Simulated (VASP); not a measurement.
A run of VASP 6.6.1:

File INCAR:

```
SYSTEM = HfC
ALGO = Normal
EDIFF = 1E-7
ENCUT = 520
ISIF = 2
ISMEAR = -1
LASPH = .True.
LCHARG = .False.
LREAL = .False.
LWAVE = .False.
NBANDS = 14
NELM = 100
PREC = Accurate
SIGMA = 0.05
```

File KPOINTS:

```
k-points
0
Gamma
  12 12 12
  0 0 0
```

File POSCAR:

```
HfC
1.0
    0.0000000000      2.2935772291      2.2935772291
    2.2935772291      0.0000000000      2.2935772291
    2.2935772291      2.2935772291      0.0000000000
Hf C
1 1
Direct
    0.5000000000      0.5000000000      0.5000000000
    0.0000000000      0.0000000000      0.0000000000
```

Potentials or basis: VASP PAW LDA potentials, release 64 (Hf_pv, C).

Launch:

```console
$ cat potpaw_LDA.64/Hf_pv/POTCAR potpaw_LDA.64/C/POTCAR > POTCAR
$ mpirun -np 1 vasp_std > vasp.out
```

Hardware: 1 thread of AMD EPYC 7R13 (shared host).

Question: Estimate the wall time of this run.

Answer: Run time: 43 s on 1 thread of AMD EPYC 7R13 (shared host), peak memory 0.12 GiB. Counts: scf iterations 14, k points 72.
